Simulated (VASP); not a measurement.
Wanted: the native input for a VASP 6.6.1 run.

* Task: single point
* Functional: PBE
* Potentials or basis: VASP PAW PBE potentials, release 64 (Dy_3, Rh_pv, N), 4f in core
* Cutoff: 600 eV
* k mesh: 6 × 6 × 4
* Occupations: gaussian, width 0.1 eV
* Spin: no spin polarisation
* Dipole correction: no
* Mended: yes
* Further INCAR settings: ALGO = Normal; EDIFF = 1e-06; NBANDS = 25

The structure of DyRhN2 lies in POSCAR:

```
DyRhN2
1.0
    2.8729604912      0.0000000000      0.0000000000
    0.0000000000      2.8729604912      0.0000000000
    0.0000000000      0.0000000000      5.5809985027
Dy Rh N
1 1 2
Direct
    0.0000000000      0.0000000000      0.5000000000
    0.0000000000      0.0000000000      0.0000000000
    0.5000000000      0.5000000000      0.2341580017
    0.5000000000      0.5000000000      0.7658419983
```

The cell was built from a structure type or drawn by symmetry, and may not be a known phase.

The input as run:

INCAR

```
SYSTEM = DyRhN2
PREC = Accurate
ENCUT = 600
EDIFF = 1E-6
ISMEAR = 0
SIGMA = 0.1
LREAL = .FALSE.
LASPH = .TRUE.
NELM = 200
ALGO = Normal
ISIF = 2
LWAVE = .FALSE.
LCHARG = .FALSE.
GGA = PE
NBANDS = 25
GGA_COMPAT = .FALSE.
LMAXMIX = 6
```

KPOINTS

```
Automatic mesh
0
G
  6 6 4
  0 0 0
```

Potentials or basis: VASP PAW PBE potentials, release 64 (Dy_3, Rh_pv, N), 4f in core.

Run with:

```bash
$ cat potpaw_PBE.64/Dy_3/POTCAR potpaw_PBE.64/Rh_pv/POTCAR potpaw_PBE.64/N/POTCAR > POTCAR
$ mpirun -np 1 vasp_std > vasp.out
```

It gave:

```yaml
Pressure: 0.3 GPa
Largest_force: 0.007 eV/Å
Band_gap_on_the_k_mesh: zero (bands 17 and 18 overlap by 2.09 eV)
```

Caveat: the k points lie up to 0.36 Å⁻¹ apart, too coarse for converged energies and pressures of a metal; spin-orbit coupling is left out, which moves the levels of the heavy elements; the 4f electrons are frozen in the core, so they carry no moment and show no levels; the run has no spin polarisation, though such a crystal can be magnetic.

It took 31 s on 1 thread of Intel(R) Xeon(R) Platinum 8488C (Sapphire Rapids), on a shared host, peak memory 0.2 GiB.
